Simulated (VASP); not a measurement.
Write the native input for VASP 6.6.1 that does the following.

```yaml
Task: relaxation of cell and atoms
Functional: PBE
Potentials_or_basis: VASP PAW PBE potentials, release 64 (Ba_sv, As_d)
Cutoff: 510 eV
k_mesh: 3 × 3 × 3
Occupations: gaussian, width 0.2 eV
Spin: no spin polarisation
Dipole_correction: no
Further_INCAR_settings: ALGO = Normal; EDIFF = 1e-07; IBRION = 2; EDIFFG = -0.08; NSW = 36; ISIF = 3
```

The structure of Ba3As2 lies in POSCAR:

```
Ba3As2
1.0
    0.0000000000      5.7054728800      5.7054728800
    5.7054728800      0.0000000000      5.7054728800
    5.7054728800      5.7054728800      0.0000000000
Ba As
6 4
Direct
    0.7383996800      0.2616003200      0.2616003200
    0.2616003200      0.7383996800      0.7383996800
    0.2616003200      0.7383996800      0.2616003200
    0.7383996800      0.2616003200      0.7383996800
    0.2616003200      0.2616003200      0.7383996800
    0.7383996800      0.7383996800      0.2616003200
    0.2500000000      0.2500000000      0.2500000000
    0.5000000000      0.5000000000      0.5000000000
    0.7500000000      0.7500000000      0.7500000000
    0.0000000000      0.0000000000      0.0000000000
```

The cell was generated, and may not be a known phase.

The input as run:

INCAR

```
ALGO = Normal ; EDIFF = 1E-7
EDIFFG = -0.08 ; ENCUT = 510
GGA = PE ; GGA_COMPAT = F
IBRION = 2 ; ISIF = 3
ISMEAR = 0 ; LASPH = T
LCHARG = F ; LREAL = F
LWAVE = F ; NELM = 120
NELMIN = 4 ; NSW = 36
PREC = Accurate ; SIGMA = 0.2
```

KPOINTS

```
k-points
0
Gamma
  3 3 3
```

Potentials or basis: VASP PAW PBE potentials, release 64 (Ba_sv, As_d).

Command:

```bash
$ cat potpaw_PBE.64/Ba_sv/POTCAR potpaw_PBE.64/As_d/POTCAR > POTCAR
$ mpirun -np 1 vasp_std > vasp.out
```

It gave:

- Relaxed volume: 47.49 Å³/atom
- Relaxed cell: a = 8.757 Å, b = 8.757 Å, c = 8.757 Å, α = 60.00°, β = 60.00°, γ = 60.00°
- Space group after relaxing (to 0.1 Å): Pm-3m (No. 221)
- Energy gained by relaxing: 357.9 meV/atom
- Ionic steps: 5
- Pressure after relaxing: -0.1 GPa
- Largest force after relaxing: 0.034 eV/Å
- Band gap on the k mesh: zero (filled and empty bands touch)

Caveat: the volume moved by over 15 % at a fixed basis, so the end points are rough; semilocal functionals underestimate gaps, and a narrow one can read as zero; spin-orbit coupling is left out, which moves the levels of the heavy elements; the relaxation stopped at a loose force limit of 0.08 eV/Å, so its end isn't a converged minimum.

Wall time 16 min on 1 thread of Intel(R) Xeon(R) Platinum 8259CL CPU @ 2.50GHz (Skylake/Cascade Lake), with other jobs on the host, peak memory 0.56 GiB.
